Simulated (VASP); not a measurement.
**ZrB2: relaxation of cell and atoms with LDA**

ZrB2:

```
Zr B
1.0
     3.13357    0.00000    0.00000
    -1.56678    2.71375    0.00000
     0.00000    0.00000    3.48731
Zr B
1 2
Direct
  0.00000 0.00000 0.00000
  0.33333 0.66667 0.50000
  0.66667 0.33333 0.50000
```

```yaml
Program: VASP 6.6.1
Task: relaxation of cell and atoms
Functional: LDA
Potentials_or_basis: VASP PAW LDA potentials, release 64 (Zr_sv, B)
Cutoff: 600 eV
k_mesh: 15 × 15 × 12
Occupations: fermi-dirac, width 0.15 eV
Spin: no spin polarisation
Dipole_correction: no
Further_INCAR_settings: ALGO = Normal; EDIFF = 1e-07; IBRION = 2; EDIFFG = -0.001; NSW = 80; ISIF = 3
```

- Relaxed volume: 9.91 Å³/atom
- Relaxed cell: a = 3.135 Å, b = 3.135 Å, c = 3.491 Å, α = 90.00°, β = 90.00°, γ = 120.00°
- Space group after relaxing (to 0.1 Å): P6/mmm (No. 191)
- Energy gained by relaxing: 0.0 meV/atom
- Ionic steps: 8
- Pressure after relaxing: 0.0 GPa
- Band gap on the k mesh: zero (bands 9 and 10 overlap by 1.03 eV)

Step by step:
```csv
step,energy change (eV),largest force (eV/Å),pressure (GPa),volume (Å³)
1,0.0000,0.0000,0.53,29.66
2,0.0001,0.0000,-0.70,29.80
3,-0.0001,0.0000,-0.02,29.72
4,-0.0001,0.0000,-0.01,29.72
5,-0.0001,0.0000,0.01,29.72
6,-0.0001,0.0000,0.01,29.72
7,-0.0001,0.0000,0.01,29.71
8,-0.0001,0.0000,0.01,29.72
```

Final structure:
```xyz
3
Lattice="3.1349 0.0000 0.0000 -1.5674 2.7149 0.0000 0.0000 0.0000 3.4914" Properties=species:S:1:pos:R:3 pbc="T T T"
Zr    0.0000    0.0000    0.0000
B     0.0000    1.8099    1.7457
B     1.5674    0.9050    1.7457
```

Levels at points of the mesh, in eV from the Fermi level:
```
           k point  band 5  band 6  band 7  band 8  band 9  band 10  band 11  band 12  band 13
(0.00, 0.00, 0.00)  -12.69   -2.67   -2.67   -2.64   -2.24     3.55     3.55     4.35     4.35
(0.00, 0.00, 0.50)  -10.49   -6.98   -0.95   -0.95    0.35     0.35     0.81     0.81     1.91
```

Run time: 5.6 min on 1 thread of AMD EPYC 7R13, with other jobs on the host, peak memory 0.23 GiB.
